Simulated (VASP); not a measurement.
**CaHf: relaxation of cell and atoms with PBE**

CaHf:

```xyz
2
Lattice="0.0000 2.8590 2.8590 2.8590 0.0000 2.8590 2.8590 2.8590 0.0000" Properties=species:S:1:pos:R:3 pbc="T T T"
Ca    0.0000    0.0000    0.0000
Hf    2.8590    2.8590    2.8590
```

```yaml
Program: VASP 6.6.1
Task: relaxation of cell and atoms
Functional: PBE
Potentials_or_basis: VASP PAW PBE potentials, release 64 (Ca_sv, Hf_pv)
Cutoff: 600 eV
k_mesh: 6 × 6 × 6
Occupations: gaussian, width 0.1 eV
Spin: no spin polarisation
Dipole_correction: no
Further_INCAR_settings: ALGO = Normal; EDIFF = 1e-06; IBRION = 2; EDIFFG = -0.04; NSW = 90; ISIF = 3
```

The relaxed volume is 31.59 Å³/atom and the relaxed cell is a = 4.470 Å, b = 4.470 Å, c = 4.470 Å, α = 60.00°, β = 60.00°, γ = 60.00°. The space group after relaxing (to 0.05 Å) is Fm-3m (No. 225), the energy gained by relaxing is 283.3 meV/atom and the ionic steps are 3. The pressure after relaxing is -0.1 GPa. The band gap on the k mesh is zero (band 10 reaches 3.13 eV, above the bottom of band 11 at 2.31 eV).

The path:
```csv
step,energy change (eV),largest force (eV/Å),pressure (GPa),volume (Å³)
1,0.0000,0.0000,13.52,46.74
2,-0.5629,0.0000,0.77,61.38
3,-0.5665,0.0000,-0.10,63.18
```

Final structure:
```xyz
2
Lattice="0.0000 3.1611 3.1611 3.1611 0.0000 3.1611 3.1611 3.1611 0.0000" Properties=species:S:1:pos:R:3 pbc="T T T"
Ca    0.0000    0.0000    0.0000
Hf    3.1611    3.1611    3.1611
```

Levels at points of the mesh, in eV from the Fermi level:
```tsv
k point	band 7	band 8	band 9	band 10	band 11	band 12	band 13	band 14
(0.00, 0.00, 0.00)	-21.61	-5.09	-0.35	-0.35	-0.35	-0.29	-0.29	5.47
(0.50, 0.00, 0.00)	-21.62	-2.55	-1.38	0.41	0.41	1.62	1.74	1.74
(0.50, 0.50, 0.00)	-21.62	-2.16	-1.56	-0.24	0.07	0.36	2.02	2.02
```

Run time: 32 s on 1 thread of Intel Xeon 6975P-C, on a shared host, peak memory 0.19 GiB.

Caveat: the volume moved by over 15 % at a fixed basis, so the end points are rough; spin-orbit coupling is left out, which moves the levels of the heavy elements.
